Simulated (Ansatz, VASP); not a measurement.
Ga2GeTeSe: VASP beside Ansatz

```
Ga Ge Te Se
1.0
     3.92717    0.00000    0.00000
     0.00000    3.92717    0.00000
     0.00000    0.00000    8.10133
Ga Ge Te Se
2 1 1 1
Direct
  0.50000 0.50000 0.70020
  0.50000 0.50000 0.02931
  0.50000 0.50000 0.37279
  0.00000 0.00000 0.27770
  0.00000 0.00000 0.77119
```

Alike in both runs: functional PBE; k mesh 4 × 4 × 2; occupations gaussian, width 0.1 eV; no spin polarisation.

Ansatz relaxed the structure, and its values are those at the end. VASP's run is a single point on that final structure, the one shown.

```csv
,VASP,Ansatz
version,VASP 6.6.1,Ansatz 0.2.0
potentials or method,"VASP PAW PBE potentials, release 64 (Ga_d, Ge_d, Te, Se), cutoff 520 eV","scalar-relativistic, plane waves, PAW"
valence electrons in the cell,52,72
```

|  | VASP | Ansatz | Ansatz less VASP |
| --- | --- | --- | --- |
| gap on the k mesh at the Fermi level (eV) | none | none | - |
| pressure (GPa) | 0.1 | 0.1 | -0.04 |
| rms of the force components (eV/Å) | 0.007 | 0.008 | +0.0010 |

A gap of «none» marks a metal or a gap that the smearing closes. With one functional, cell and mesh, what is left measures potentials, basis and numerics. VASP's potentials hold 52 valence electrons a cell and Ansatz's 72, so a difference there can come from the potentials and not from the codes.

The k mesh is coarse, so the values compare programs but aren't converged. Spin-orbit coupling is off throughout.
